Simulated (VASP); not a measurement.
# CdTe (F-43m) in VASP: further runs

CdTe is run at these levels: PBEsol; tasks: vibrations by perturbation theory.

Everything below comes from runs of VASP 6.6.1. Logs are shortened: lines on timing, memory, paths and dates and some standing lists are left out, and cuts for length are marked.

## (1) The cell of the first run

It takes space group F-43m (No. 216, cubic). Conventional cell: a = 6.554 Å, b = 6.554 Å, c = 6.554 Å, α = 90.00°, β = 90.00°, γ = 90.00°. Cd (site symmetry -43m) has 4 Te at 2.84 Å within 3.7 Å. Within 3.7 Å of Te (site symmetry -43m) lie 4 Cd at 2.84 Å.

## (2) Vibrations by perturbation theory, PBEsol (volume scaled by 1.030)

The input, INCAR:

```
SYSTEM = CdTe
ALGO = Normal ; EDIFF = 1E-8
ENCUT = 520 ; GGA = PS
IBRION = 8 ; ISIF = 2
ISMEAR = 0 ; LASPH = .TRUE.
LCHARG = .FALSE. ; LREAL = .FALSE.
LWAVE = .FALSE. ; NBANDS = 16
NELM = 80 ; NSW = 1
PREC = Accurate ; SIGMA = 0.01
```

The input, KPOINTS:

```
k-points
0
G
  6 6 6
  0 0 0
```

The input, POSCAR:

```
CdTe
1.0
    0.0000000000      3.2768325246      3.2768325246
    3.2768325246      0.0000000000      3.2768325246
    3.2768325246      3.2768325246      0.0000000000
Cd Te
1 1
Direct
    0.0000000000      0.0000000000      0.0000000000
    0.7500000000      0.7500000000      0.7500000000
```

Potentials or basis: VASP PAW PBE potentials, release 64 (Cd, Te).

On the command line:

```
> cat potpaw_PBE.64/Cd/POTCAR potpaw_PBE.64/Te/POTCAR > POTCAR
> mpirun -np 1 vasp_std > vasp.out
```

OUTCAR:

```text
SYSTEM = CdTe
   EDIFF = 1E-8
   ENCUT = 520
   GGA = PS
   IBRION = 8
   ISIF = 2
   ISMEAR = 0
   LASPH = .TRUE.
   LREAL = .FALSE.
   NELM = 80
   NSW = 1
   PREC = Accurate

 ion  position               nearest neighbor table
   1  0.000  0.000  0.000-   2 2.84   2 2.84   2 2.84   2 2.84
   2  0.750  0.750  0.750-   1 2.84   1 2.84   1 2.84   1 2.84

  LATTYP: Found a face centered cubic cell.
 ALAT       =     6.5536650492

  Lattice vectors:

 A1 = (   0.0000000000,   3.2768325246,   3.2768325246)
 A2 = (   3.2768325246,   0.0000000000,   3.2768325246)
 A3 = (   3.2768325246,   3.2768325246,   0.0000000000)

Analysis of symmetry for initial positions (statically):
=====================================================================
 Subroutine PRICEL returns:
 Original cell was already a primitive cell.

 Routine SETGRP: Setting up the symmetry group for a
 face centered cubic supercell.

 Subroutine GETGRP returns: Found 24 space group operations
 (whereof 24 operations were pure point group operations)
 out of a pool of 48 trial point group operations.

The static configuration has the point symmetry T_d .

Analysis of symmetry for dynamics (positions and initial velocities):
=====================================================================
 Subroutine PRICEL returns:
 Original cell was already a primitive cell.

 Routine SETGRP: Setting up the symmetry group for a
 face centered cubic supercell.

 Subroutine GETGRP returns: Found 24 space group operations
 (whereof 24 operations were pure point group operations)
 out of a pool of 48 trial point group operations.

The dynamic configuration has the point symmetry T_d .

 Subroutine INISYM returns: Found 24 space group operations
 (whereof 24 operations are pure point group operations),
 and found     1 'primitive' translations

----------------------------------------------------------------------------------------

[... 454 lines left out ...]

 VOLUME and BASIS-vectors are now :
 -----------------------------------------------------------------------------
  energy-cutoff  :      520.00
  volume of cell :       70.37
      direct lattice vectors                 reciprocal lattice vectors
     0.000000000  3.276832525  3.276832525    -0.152586376  0.152586376  0.152586376
     3.276832525  0.000000000  3.276832525     0.152586376 -0.152586376  0.152586376
     3.276832525  3.276832525  0.000000000     0.152586376  0.152586376 -0.152586376

 POSITION                                       TOTAL-FORCE (eV/Angst)
 -----------------------------------------------------------------------------------
      0.00000      0.00000      0.00000        -0.000000     -0.000000     -0.000000
      4.91525      4.91525      4.91525         0.000000      0.000000      0.000000
 -----------------------------------------------------------------------------------
    total drift:                                0.000000      0.000000      0.000000

  FREE ENERGIE OF THE ION-ELECTRON SYSTEM (eV)
  ---------------------------------------------------
  free  energy   TOTEN  =        -5.4781995611 eV

  energy  without entropy=       -5.4781995611  energy(sigma->0) =       -5.47819956

[... ionic steps 2 to 3 ...]

--------------------------------------- Ionic step        4  -------------------------------------------

------------------------ aborting loop because EDIFF is reached ----------------------------------------

[... ionic steps 5 to 6 ...]

--------------------------------------- Ionic step        7  -------------------------------------------

 Free energy of the ion-electron system (eV)
  ---------------------------------------------------
  ---------------------------------------------------
  free energy    TOTEN  =        -0.04904035 eV

  energy without entropy =       -0.04904035

------------------------ aborting loop because EDIFF is reached ----------------------------------------

 INTERNAL STRAIN TENSOR  FOR ION    2  DIRECTION 1   (eV/Angst):
 -----------------------------------------------------------------------------
    -0.01665  0.00000  0.00000
     0.00000  0.01154  4.61982
     0.00000  4.61982  0.01154

 INTERNAL STRAIN TENSOR FOR ION    2 for displacements in x,y,z  (eV/Angst):
          X           Y           Z          XY          YZ          ZX
  --------------------------------------------------------------------------------
  x    -0.00000     0.00000     0.00000     0.00000     4.61982     0.00000
  y    -0.00000    -0.00000    -0.00000     0.00000     0.00000     4.61982
  z     0.00000    -0.00000    -0.00000     4.61982     0.00000     0.00000

 SECOND DERIVATIVES (NOT SYMMETRIZED)
 ------------------------------------
               1X          1Y          1Z          2X          2Y          2Z
  1X    -4.022550    0.000000    0.000000    4.022550    0.000000    0.000000
  1Y     0.000000   -4.022550    0.000000    0.000000    4.022550    0.000000
  1Z     0.000000    0.000000   -4.022550    0.000000    0.000000    4.022550
  2X     4.000166    0.000000    0.000000   -4.000166    0.000000    0.000000
  2Y     0.000000    4.000166    0.000000    0.000000   -4.000166    0.000000
  2Z     0.000000    0.000000    4.000166    0.000000    0.000000   -4.000166

 Eigenvectors and eigenvalues of the dynamical matrix
 ----------------------------------------------------

   1 f  =    4.050616 THz    25.450768 2PiTHz  135.113991 cm-1    16.751992 meV
             X         Y         Z           dx          dy          dz
      0.000000  0.000000  0.000000    -0.000000   -0.730090   -0.000000
      4.915249  4.915249  4.915249     0.000000    0.683351    0.000000
[... 21 lines left out ...]
   6 f/i=    0.005638 THz     0.035427 2PiTHz    0.188078 cm-1     0.023319 meV
             X         Y         Z           dx          dy          dz
      0.000000  0.000000  0.000000    -0.549443    0.118199   -0.388729
      4.915249  4.915249  4.915249    -0.587023    0.126283   -0.415317

--------------------------------------------------------------------------------------------------------

 ELASTIC MODULI CONTR FROM IONIC RELAXATION (kBar)
 Direction    XX          YY          ZZ          XY          YZ          ZX
 --------------------------------------------------------------------------------
 XX          -0.0000      0.0000      0.0000      0.0000      0.0000     -0.0000
 YY           0.0000     -0.0000     -0.0000     -0.0000     -0.0000      0.0000
 ZZ           0.0000     -0.0000     -0.0000      0.0000     -0.0000      0.0000
 XY           0.0000     -0.0000      0.0000   -127.2197      0.0000      0.0000
 YZ           0.0000     -0.0000     -0.0000      0.0000   -127.2197      0.0000
 ZX          -0.0000      0.0000      0.0000      0.0000      0.0000   -127.2197
 --------------------------------------------------------------------------------
```

OSZICAR:

```text
N       E                     dE             d eps       ncg     rms          rms(c)
DAV:   1     0.991165779916E+02    0.99117E+02   -0.81760E+03   520   0.967E+02
DAV:   2    -0.212553461136E+01   -0.10124E+03   -0.96173E+02   632   0.233E+02
DAV:   3    -0.570124767917E+01   -0.35757E+01   -0.35718E+01   640   0.455E+01
DAV:   4    -0.573619779519E+01   -0.34950E-01   -0.34949E-01   784   0.389E+00
[... 41 lines left out ...]
RMM:   9    -0.490402935884E-01   -0.11846E-07   -0.12471E-08  2436   0.796E-05    0.139E-05
RMM:  10    -0.490403210658E-01   -0.27477E-07    0.32621E-09  2511   0.207E-05    0.843E-06
RMM:  11    -0.490403398367E-01   -0.18771E-07   -0.69480E-10  2343   0.559E-06    0.132E-06
RMM:  12    -0.490403458382E-01   -0.60015E-08   -0.44095E-09  1884   0.165E-06    0.786E-07
 Linear response finished
```

stdout:

```text
POSCAR found type information on POSCAR CdTe
 POSCAR found :  2 types and       2 ions
 scaLAPACK will be used
 -----------------------------------------------------------------------------
|                                                                             |
|                                                                             |
|     You enforced a specific xc type in the INCAR file but a different       |
|     I HOPE YOU KNOW WHAT YOU ARE DOING!                                     |
|                                                                             |
 -----------------------------------------------------------------------------

 LDA part: xc-table for (Slater+PW92), standard interpolation
 POSCAR, INCAR and KPOINTS ok, starting setup
 FFT: planning ... GRIDC
 FFT: planning ... GRID_SOFT
 FFT: planning ... GRID
 WAVECAR not read
 entering main loop
 Linear response reoptimize wavefunctions to high precision
 Linear response DOF=           2
 Linear response progress:
 first order change of Fermi-energy  -0.44288E-04
 force on displaced ion       1 direction 1 :  -4.023   0.000   0.000
 Linear response progress:
 first order change of Fermi-energy   0.38106E-03
 force on displaced ion       2 direction 1 :  -4.000  -0.000  -0.000
 Linear response finished
```

Run time: 2.4 min. Hardware: 1 thread of Intel Xeon Platinum 8488C (Sapphire Rapids), shared host; peak memory 0.32 GiB.

Results:

| Quantity | Value |
| --- | --- |
| Highest phonon frequency at Γ, LO-TO splitting left out | 135 cm⁻¹ |

Phonon frequencies in cm⁻¹ (negative: imaginary):
| q point | frequencies |
| --- | --- |
| (0.000, 0.000, 0.000) | 0 0 0 135 135 135 |

Caveat: spin-orbit coupling is left out, which moves the levels of the heavy elements.

## (3) Vibrations by perturbation theory, PBEsol (volume scaled by 1.030)

The input, INCAR:

```
ALGO     = Normal         # electronic algorithm
EDIFF    = 1E-8           # SCF threshold, eV
ENCUT    = 520            # plane-wave cutoff, eV
GGA      = PS             # functional
IBRION   = 8              # ionic algorithm
ISIF     = 2              # what is computed and relaxed
ISMEAR   = 0              # smearing method
LASPH    = T              # aspherical terms in the spheres
LCHARG   = T              # write CHGCAR
LREAL    = F              # projectors in reciprocal space
LWAVE    = F              # write WAVECAR
NELM     = 100            # most SCF steps
NSW      = 1              # ionic steps
PREC     = Accurate       # precision mode
SIGMA    = 0.01           # smearing width, eV
```

The input, KPOINTS:

```
k-points
0
Gamma
  6 6 6
```

POSCAR is that of step 2.

Potentials or basis: VASP PAW PBE potentials, release 64 (Cd, Te).

On the command line:

```
> cat potpaw_PBE.64/Cd/POTCAR potpaw_PBE.64/Te/POTCAR > POTCAR
> mpirun -np 1 vasp_std > vasp.out
```

OUTCAR:

```text
EDIFF = 1E-8
   ENCUT = 520
   GGA = PS
   IBRION = 8
   ISIF = 2
   ISMEAR = 0
   LASPH = T
   LREAL = F
   NELM = 100
   NSW = 1
   PREC = Accurate

 ion  position               nearest neighbor table
   1  0.000  0.000  0.000-   2 2.84   2 2.84   2 2.84   2 2.84
   2  0.750  0.750  0.750-   1 2.84   1 2.84   1 2.84   1 2.84

  LATTYP: Found a face centered cubic cell.
 ALAT       =     6.5536650492

  Lattice vectors:

 A1 = (   0.0000000000,   3.2768325246,   3.2768325246)
 A2 = (   3.2768325246,   0.0000000000,   3.2768325246)
 A3 = (   3.2768325246,   3.2768325246,   0.0000000000)

Analysis of symmetry for initial positions (statically):
=====================================================================
 Subroutine PRICEL returns:
 Original cell was already a primitive cell.

 Routine SETGRP: Setting up the symmetry group for a
 face centered cubic supercell.

 Subroutine GETGRP returns: Found 24 space group operations
 (whereof 24 operations were pure point group operations)
[... 471 lines left out ...]

 INTERNAL STRAIN TENSOR  FOR ION    2  DIRECTION 1   (eV/Angst):
 -----------------------------------------------------------------------------
    -0.01668  0.00000  0.00000
     0.00000  0.01157  4.61982
     0.00000  4.61982  0.01157

 INTERNAL STRAIN TENSOR FOR ION    2 for displacements in x,y,z  (eV/Angst):
          X           Y           Z          XY          YZ          ZX
  --------------------------------------------------------------------------------
  x     0.00000    -0.00000     0.00000     0.00000     4.61982     0.00000
  y    -0.00000     0.00000     0.00000     0.00000     0.00000     4.61982
  z    -0.00000     0.00000     0.00000     4.61982     0.00000     0.00000

 SECOND DERIVATIVES (NOT SYMMETRIZED)
 ------------------------------------
               1X          1Y          1Z          2X          2Y          2Z
  1X    -4.022618    0.000000    0.000000    4.022618    0.000000    0.000000
  1Y     0.000000   -4.022618    0.000000    0.000000    4.022618    0.000000
  1Z     0.000000    0.000000   -4.022618    0.000000    0.000000    4.022618
  2X     3.999990    0.000000    0.000000   -3.999990    0.000000    0.000000
  2Y     0.000000    3.999990    0.000000    0.000000   -3.999990    0.000000
  2Z     0.000000    0.000000    3.999990    0.000000    0.000000   -3.999990

 Eigenvectors and eigenvalues of the dynamical matrix
 ----------------------------------------------------

   1 f  =    4.050592 THz    25.450622 2PiTHz  135.113217 cm-1    16.751896 meV
             X         Y         Z           dx          dy          dz
      0.000000  0.000000  0.000000     0.730100    0.000000    0.000000
      4.915249  4.915249  4.915249    -0.683340    0.000000    0.000000
[... 21 lines left out ...]
   6 f/i=    0.005700 THz     0.035815 2PiTHz    0.190136 cm-1     0.023574 meV
             X         Y         Z           dx          dy          dz
      0.000000  0.000000  0.000000    -0.156381   -0.612037   -0.260593
      4.915249  4.915249  4.915249    -0.167082   -0.653919   -0.278426

--------------------------------------------------------------------------------------------------------

 ELASTIC MODULI CONTR FROM IONIC RELAXATION (kBar)
 Direction    XX          YY          ZZ          XY          YZ          ZX
 --------------------------------------------------------------------------------
 XX          -0.0000      0.0000      0.0000     -0.0000      0.0000      0.0000
 YY           0.0000     -0.0000     -0.0000     -0.0000     -0.0000     -0.0000
 ZZ           0.0000     -0.0000     -0.0000      0.0000     -0.0000     -0.0000
 XY          -0.0000     -0.0000      0.0000   -127.2206      0.0000      0.0000
 YZ           0.0000     -0.0000     -0.0000      0.0000   -127.2206      0.0000
 ZX           0.0000     -0.0000     -0.0000      0.0000      0.0000   -127.2206
 --------------------------------------------------------------------------------
```

OSZICAR:

```text
N       E                     dE             d eps       ncg     rms          rms(c)
DAV:   1     0.989567995473E+02    0.98957E+02   -0.84289E+03   424   0.120E+03
DAV:   2    -0.172452321160E+01   -0.10068E+03   -0.96888E+02   476   0.271E+02
[... 43 lines left out ...]
RMM:   7    -0.490395616895E-01    0.10725E-05    0.10175E-07  1940   0.757E-04    0.271E-04
RMM:   8    -0.490404750550E-01   -0.91337E-06    0.10952E-08  1987   0.296E-04    0.666E-05
RMM:   9    -0.490403217597E-01    0.15330E-06    0.50302E-10  1951   0.101E-04    0.173E-05
RMM:  10    -0.490403738461E-01   -0.52086E-07   -0.11211E-09  1949   0.241E-05    0.849E-06
RMM:  11    -0.490403880255E-01   -0.14179E-07   -0.52149E-09  1831   0.672E-06    0.111E-06
RMM:  12    -0.490403909968E-01   -0.29714E-08   -0.75701E-09  1259   0.177E-06    0.109E-06
 Linear response finished
```

Wall time 2.2 min (1 thread of Intel Xeon Platinum 8488C (Sapphire Rapids), shared host); peak memory 0.3 GiB.

Results:

```yaml
Highest_phonon_frequency_at_Γ_LO-TO_splitting_left_out: 135 cm⁻¹
```

Phonon frequencies in cm⁻¹ (negative: imaginary):
| q point | frequencies |
| --- | --- |
| (0.000, 0.000, 0.000) | 0 0 0 135 135 135 |

Caveat: spin-orbit coupling is left out, which moves the levels of the heavy elements.
